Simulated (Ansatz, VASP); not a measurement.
# Sn: VASP beside Ansatz

File INCAR:

```
SYSTEM = Sn
PREC     = Accurate       ! precision mode
ENCUT    = 520            ! plane-wave cutoff, eV
EDIFF    = 1E-7           ! SCF threshold, eV
ISMEAR   = 0              ! smearing method
SIGMA    = 0.15           ! smearing width, eV
LREAL    = .FALSE.        ! projectors in reciprocal space
LASPH    = .TRUE.         ! aspherical terms in the spheres
NELM     = 100            ! most SCF steps
ALGO     = Fast           ! electronic algorithm
ISIF     = 2              ! what is computed and relaxed
LWAVE    = .FALSE.        ! write WAVECAR
LCHARG   = .TRUE.         ! write CHGCAR
GGA      = PS             ! functional
LELF     = .TRUE.         ! ELF
LVHAR    = .TRUE.       
NBANDS   = 21             ! bands
```

KPOINTS

```
regular mesh
0
G
  18 18 18
  0 0 0
```

POSCAR

```
Sn
1.0
   -3.1038098185      3.1038098185      1.4350810438
    3.1038098185     -3.1038098185      1.4350810438
    3.1038098185      3.1038098185     -1.4350810438
Sn
2
Direct
    0.7500000000      0.2500000000      0.5000000000
    0.0000000000      0.0000000000      0.0000000000
```

Input for Ansatz:

```yaml
crystal:
  lattice:
    - [-3.1038098185, 3.1038098185, 1.4350810438]
    - [3.1038098185, -3.1038098185, 1.4350810438]
    - [3.1038098185, 3.1038098185, -1.4350810438]
  atoms:
    - { symbol: Sn, position: [0.75, 0.25, 0.5] }
    - { symbol: Sn, position: [0.0, 0.0, 0.0] }
basis:
  ecutwfc: 420
kpoints:
  mp_grid: { grid: [18, 18, 18] }
hamiltonian:
  xc: pbesol
scf:
  occupations: { method: gaussian, width: 0.15 }
output:
  forces: true
  stress: true
  eigenvalues: true
```

Alike in both runs: task single point; functional PBEsol; k mesh 18 × 18 × 18; occupations gaussian, width 0.15 eV; no spin polarisation.

|  | VASP | Ansatz |
| --- | --- | --- |
| version | VASP 6.6.1 | Ansatz 0.2.0 |
| potentials or method | VASP PAW PBE potentials, release 64 (Sn_d), cutoff 520 eV | scalar-relativistic, plane waves, PAW |
| valence electrons in the cell | 28 | 28 |

Ansatz gave:

| Item | Value |
| --- | --- |
| gap on the k mesh at the Fermi level (eV) | none |
| pressure (GPa) | 0.7 |
| traceless stress, the component that is largest in VASP (GPa) | 9.08 |

What did VASP give for the same quantities?

gap on the k mesh at the Fermi level (eV): none; pressure (GPa): 0.7; traceless stress, the component that is largest in VASP (GPa): 9.06.

VASP's potentials were made for PBE, not for PBEsol. A gap of «none» marks a metal or a gap that the smearing closes.
